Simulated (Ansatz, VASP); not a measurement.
**GaN in VASP and in Ansatz**

File INCAR:

```
ALGO = Normal ; EDIFF = 1E-6
EDIFFG = -0.02 ; ENCUT = 600
GGA = PS ; IBRION = 2
ISIF = 3 ; ISMEAR = -1
LASPH = T ; LCHARG = F
LREAL = F ; LWAVE = F
NELM = 80 ; NSW = 80
PREC = Accurate ; SIGMA = 0.05
```

The input KPOINTS:

```
k-points
0
Gamma
  10 10 10
```

The input POSCAR:

```
GaN
1.0
    0.0000000000      2.2535006075      2.2535006075
    2.2535006075      0.0000000000      2.2535006075
    2.2535006075      2.2535006075      0.0000000000
Ga N
1 1
Direct
    0.0000000000      0.0000000000      0.0000000000
    0.2500000000      0.2500000000      0.2500000000
```

Contents of input.yaml:

```yaml
crystal:
  lattice:
    - [0.0, 2.2535006075, 2.2535006075]
    - [2.2535006075, 0.0, 2.2535006075]
    - [2.2535006075, 2.2535006075, 0.0]
  atoms:
    - { symbol: Ga, position: [0.0, 0.0, 0.0] }
    - { symbol: "N", position: [0.25, 0.25, 0.25] }
kpoints:
  mp_grid: { grid: [10, 10, 10] }
scf:
  occupations: { method: fermi_dirac, width: 0.05 }
hamiltonian:
  xc: pbesol
  pseudopotentials: { kind: all_electron, lapw: { basis_error: 0.001 } }
output:
  forces: true
  stress: true
relax:
  f_tol: 0.02
  max_steps: 60
  cell: {}
```

Alike in both runs: task relaxation of cell and atoms; functional PBEsol; k mesh 10 × 10 × 10; occupations fermi-dirac, width 0.05 eV; no spin polarisation.

|  | VASP | Ansatz |
| --- | --- | --- |
| version | VASP 6.6.1 | Ansatz 0.2.0 |
| potentials or method | VASP PAW PBE potentials, release 64 (Ga_d, N), cutoff 600 eV | all-electron LAPW, scalar-relativistic |

Ansatz gave:

- relaxed volume (Å³/atom): 11.37
- relaxed cell length with the largest relative difference (Å): 3.181

What did VASP give for the same quantities?

Relaxed volume (Å³/atom): 11.35; relaxed cell length with the largest relative difference (Å): 3.178.

VASP's potentials were made for PBE, not for PBEsol. Ansatz ran all-electron here, and VASP with PAW potentials.
